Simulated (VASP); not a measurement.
Here is a VASP 6.6.1 calculation.

Contents of INCAR:

```
SYSTEM = Si
ALGO = Normal
EDIFF = 1E-7
ENCUT = 520
ISIF = 2
ISMEAR = 0
LASPH = .TRUE.
LCHARG = .TRUE.
LELF = .TRUE.
LREAL = .FALSE.
LVHAR = .TRUE.
LWAVE = .FALSE.
NBANDS = 36
NELM = 100
PREC = Accurate
SIGMA = 0.03
```

File KPOINTS:

```
k-points
0
G
  10 10 4
  0 0 0
```

POSCAR

```
Si
1.0
    2.1133794871     -5.9191607477      0.0000000000
    2.1133794871      5.9191607477      0.0000000000
    0.0000000000      0.0000000000     12.5702440454
Si
12
Direct
    0.7570666288      0.2429333712      0.9449750226
    0.2429333712      0.7570666288      0.0550249774
    0.7570666288      0.2429333712      0.5550249774
    0.2429333712      0.7570666288      0.4449750226
    0.4287015211      0.5712984789      0.1572276936
    0.5712984789      0.4287015211      0.8427723064
    0.4287015211      0.5712984789      0.3427723064
    0.5712984789      0.4287015211      0.6572276936
    0.9711041075      0.0288958925      0.9092746508
    0.0288958925      0.9711041075      0.0907253492
    0.9711041075      0.0288958925      0.5907253492
    0.0288958925      0.9711041075      0.4092746508
```

Potentials or basis: VASP PAW LDA potentials, release 64 (Si).

Launch:

```bash
$ cat potpaw_LDA.64/Si/POTCAR > POTCAR
$ mpirun -np 1 vasp_std > vasp.out
```

(1) Predict the largest force.

(2) Estimate the pressure.

(3) Predict the band gap on the k mesh.

Results:

(1) 0.935 eV/Å.

(2) -11.4 GPa.

(3) zero (bands 24 and 25 overlap by 0.05 eV).

Caveat: the stress differs along the axes, from -16 to -4 GPa; semilocal functionals underestimate gaps, and a narrow one can read as zero.
